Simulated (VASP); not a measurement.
Input of a VASP 6.6.1 run:

The input INCAR:

```
PREC = Accurate
ENCUT = 600
EDIFF = 1E-6
ISMEAR = -1
SIGMA = 0.05
LREAL = False
LASPH = True
NELM = 120
ALGO = Normal
ISIF = 2
LWAVE = False
LCHARG = False
GGA = PE
NBANDS = 19
GGA_COMPAT = False
```

File KPOINTS:

```
Automatic mesh
0
Gamma
  8 8 8
```

POSCAR

```
BaF2
1.0
    0.0000000000      3.1205807308      3.1205807308
    3.1205807308      0.0000000000      3.1205807308
    3.1205807308      3.1205807308      0.0000000000
Ba F
1 2
Direct
    0.0000000000      0.0000000000      0.0000000000
    0.7500000000      0.7500000000      0.7500000000
    0.2500000000      0.2500000000      0.2500000000
```

Potentials or basis: VASP PAW PBE potentials, release 64 (Ba_sv, F).

Command:

```bash
$ cat potpaw_PBE.64/Ba_sv/POTCAR potpaw_PBE.64/F/POTCAR > POTCAR
$ mpirun -np 1 vasp_std > vasp.out
```

Task: Predict the band gap on the k mesh.

Result: 6.68 eV (least direct gap 6.75 eV).

Task: Predict the pressure.

Result: 1.0 GPa.

Caveat: spin-orbit coupling is left out, which moves the levels of the heavy elements. A k mesh can miss the band edges.
